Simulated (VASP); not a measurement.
# SnO: single point with PBEsol

SnO:

```
Sn O
1.0
     3.31561    0.00000    0.00000
     0.00000    5.70499    0.00000
     0.00000    0.00000    3.89416
Sn O
2 2
Cartesian
  0.0354 1.2984 2.0490
  1.6578 4.3712 0.1019
  0.0000 5.0509 2.8187
  1.6578 0.6540 0.8716
```

This cell differs from its parent crystal: atom 1 (Sn) moved +0.050 Å along Cartesian [1 -1 0].

| Property | Result |
| --- | --- |
| Program | VASP 6.6.1 |
| Task | single point |
| Functional | PBEsol |
| Potentials or basis | VASP PAW PBE potentials, release 64 (Sn_d, O) |
| Cutoff | 520 eV |
| k mesh | 8 × 6 × 8 |
| Occupations | gaussian, width 0.05 eV |
| Spin | no spin polarisation |

```yaml
Pressure: 1.4 GPa
Largest_force: 0.628 eV/Å
Band_gap_on_the_k_mesh: 1.26 eV (least direct gap 1.86 eV)
```

Forces in eV/Å, atoms in the order of the input:
```
Sn  -0.232  0.575  0.101
Sn   0.014 -0.213  0.057
O    0.019 -0.202 -0.002
O    0.199 -0.161 -0.156
```

Stress tensor (GPa, compression positive):
```
 1.20 -0.41 -0.52
-0.41  2.03 -0.17
-0.52 -0.17  1.02
```

Levels at points of the mesh, in eV from the valence-band top:
| k point | band 16 | band 17 | band 18 | band 19 | band 20 | band 21 | band 22 | band 23 | band 24 | band 25 |
| --- | --- | --- | --- | --- | --- | --- | --- | --- | --- | --- |
| (0.00, 0.00, 0.00) | -4.22 | -3.91 | -2.83 | -2.32 | 0.00 | 3.18 | 3.25 | 6.24 | 6.31 | 8.14 |
| (0.50, 0.00, 0.00) | -4.55 | -2.90 | -2.87 | -1.31 | -1.20 | 2.42 | 2.52 | 5.77 | 5.92 | 6.92 |
| (0.00, 0.50, 0.00) | -4.18 | -4.04 | -2.86 | -1.94 | -1.57 | 3.28 | 4.48 | 5.03 | 5.52 | 7.05 |
| (0.50, 0.50, 0.00) | -4.35 | -2.92 | -2.88 | -1.11 | -1.01 | 1.92 | 2.01 | 6.37 | 6.51 | 7.18 |
| (0.00, 0.00, 0.50) | -3.76 | -3.43 | -3.41 | -1.61 | -1.51 | 2.45 | 2.51 | 5.41 | 5.52 | 7.96 |
| (0.50, 0.00, 0.50) | -4.34 | -3.65 | -3.61 | -1.22 | -1.11 | 2.21 | 2.25 | 4.53 | 4.61 | 7.01 |
| (0.00, 0.50, 0.50) | -3.41 | -3.21 | -3.17 | -1.59 | -1.46 | 1.88 | 1.95 | 5.89 | 6.04 | 7.83 |
| (0.50, 0.50, 0.50) | -4.48 | -3.91 | -3.86 | -0.50 | -0.42 | 2.39 | 2.44 | 4.18 | 4.25 | 6.19 |

Wall time 3.3 min on 1 thread of Intel(R) Xeon(R) Platinum 8559C (Emerald Rapids) (shared host), peak memory 0.42 GiB.

Caveat: the cell differs from its parent crystal (atom 1 (Sn) moved +0.050 Å along Cartesian [1 -1 0]); the PAW data sets were made with another functional, which shifts forces and pressure a little; spin-orbit coupling is left out, which moves the levels of the heavy elements. A k mesh can miss the band edges.
